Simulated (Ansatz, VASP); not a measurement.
ZnO: VASP beside Ansatz

```xyz
2
Lattice="0.0000 2.1338 2.1338 2.1338 0.0000 2.1338 2.1338 2.1338 0.0000" Properties=species:S:1:pos:R:3 pbc="T T T"
Zn    0.0000    0.0000    0.0000
O     2.1338    2.1338    2.1338
```

Alike in both runs: functional r2SCAN; k mesh 12 × 12 × 12; occupations gaussian, width 0.02 eV; no spin polarisation.

Ansatz relaxed the structure, and its values are those at the end. VASP's run is a single point on that final structure, the one shown.

|  | VASP | Ansatz |
| --- | --- | --- |
| version | VASP 6.6.1 | Ansatz 0.2.0 |
| potentials or method | VASP PAW PBE potentials, release 64 (Zn, O_h), cutoff 910 eV | scalar-relativistic, plane waves, PAW |
| valence electrons in the cell | 18 | 18 |

Ansatz gave:

```
gap on the k mesh at the Fermi level (eV) : 1.57
least direct gap on the mesh (eV)         : 3.01
```

Task: Which values does VASP return?

Result: gap on the k mesh at the Fermi level (eV): 1.55; least direct gap on the mesh (eV): 2.99.

VASP's potentials were made for PBE, not for r2SCAN. With one functional, cell and mesh, what is left measures potentials, basis and numerics.

Noted on VASP's run: the cutoff is short for stress, so the pressure is rough.
